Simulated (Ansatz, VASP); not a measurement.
## Two plane-wave programs on Y2Si3O

```
Y Si O
1.0
     4.56200   -1.71556   -0.00441
     4.56200    1.71556   -0.00441
    -0.82784    0.00000    7.58687
Y Si O
2 3 1
Direct
  0.44200 0.44200 0.78901
  0.55800 0.55800 0.21099
  0.29100 0.29100 0.40210
  0.70900 0.70900 0.59790
  0.00000 0.00000 0.50000
  0.00000 0.00000 0.00000
```

Change from the starting cell: the structure that the rattled cell fell into.

Alike in both runs: functional PBE; k mesh 12 × 12 × 6; occupations gaussian, width 0.1 eV; no spin polarisation.

Ansatz relaxed the structure, and its values are those at the end. VASP's run is a single point on that final structure, the one shown.

```csv
,VASP,Ansatz
version,VASP 6.6.1,Ansatz 0.2.0
potentials or method,"VASP PAW PBE potentials, release 64 (Y_sv, Si, O), cutoff 520 eV","scalar-relativistic, plane waves, PAW"
valence electrons in the cell,40,40
```

|  | VASP | Ansatz | Ansatz less VASP |
| --- | --- | --- | --- |
| gap on the k mesh at the Fermi level (eV) | none | none | - |
| pressure (GPa) | -0.1 | 0.0 | +0.07 |
| rms of the force components (eV/Å) | 0.003 | 0.004 | +0.0010 |

A gap of «none» marks a metal or a gap that the smearing closes. With one functional, cell and mesh, what is left measures potentials, basis and numerics.
